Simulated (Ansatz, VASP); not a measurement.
# One calculation of Cu, two programs

The input INCAR:

```
ALGO     = Normal         # electronic algorithm
EDIFF    = 1E-6           # SCF threshold, eV
ENCUT    = 520            # plane-wave cutoff, eV
GGA      = PE             # functional
ISIF     = 2              # what is computed and relaxed
ISMEAR   = -1             # smearing method
LASPH    = True           # aspherical terms in the spheres
LCHARG   = False          # write CHGCAR
LREAL    = False          # projectors in reciprocal space
LWAVE    = False          # write WAVECAR
NBANDS   = 24             # bands
NELM     = 60             # most SCF steps
PREC     = Accurate       # precision mode
SIGMA    = 0.1            # smearing width, eV
```

KPOINTS

```
k-points
0
Gamma
  12 12 17
```

POSCAR

```
Cu
1.0
    4.2334020927      0.0000000000      0.0000000000
   -2.1167010464      3.6662337568      0.0000000000
    0.0000000000      0.0000000000      2.5428270724
Cu
3
Direct
    0.0000000000      0.0000000000      0.0000000000
    0.3333333333      0.6666666667      0.5000000000
    0.6666666667      0.3333333333      0.5000000000
```

Input for Ansatz:

```yaml
crystal:
  lattice:
    - [4.2334020927, 0.0, 0.0]
    - [-2.1167010464, 3.6662337568, 0.0]
    - [0.0, 0.0, 2.5428270724]
  atoms:
    - { symbol: Cu, position: [0.0, 0.0, 0.0] }
    - { symbol: Cu, position: [0.3333333333, 0.6666666667, 0.5] }
    - { symbol: Cu, position: [0.6666666667, 0.3333333333, 0.5] }
hamiltonian:
  xc: pbe
  pseudopotentials:
    kind: paw
    azcp:
      Cu: "pseudopotentials/Cu.paw.azcp"
basis:
  ecutwfc: 420
  fft_grid_basis: typed
kpoints:
  mp_grid: { grid: [12, 12, 17], shift: [0, 0, 0] }
magnetization:
  spin_polarized: false
scf:
  occupations: { method: fermi_dirac, width: 0.1 }
output:
  stress: true
```

Alike in both runs: task single point; functional PBE; k mesh 12 × 12 × 17; occupations fermi-dirac, width 0.1 eV; no spin polarisation.

|  | VASP | Ansatz |
| --- | --- | --- |
| version | VASP 6.6.1 | Ansatz 0.2.0 |
| potentials or method | VASP PAW PBE potentials, release 64 (Cu), cutoff 520 eV | plane waves (420 eV) with PAW, scalar-relativistic |
| valence electrons in the cell | 33 | 57 |

```csv
,VASP,Ansatz,Ansatz less VASP
pressure (GPa),-7.8,-8.5,-0.73
"traceless stress, the component that is largest in VASP (GPa)",0.04,0.09,+0.047
```

VASP's potentials hold 33 valence electrons a cell and Ansatz's 57, so a difference there can come from the potentials and not from the codes.
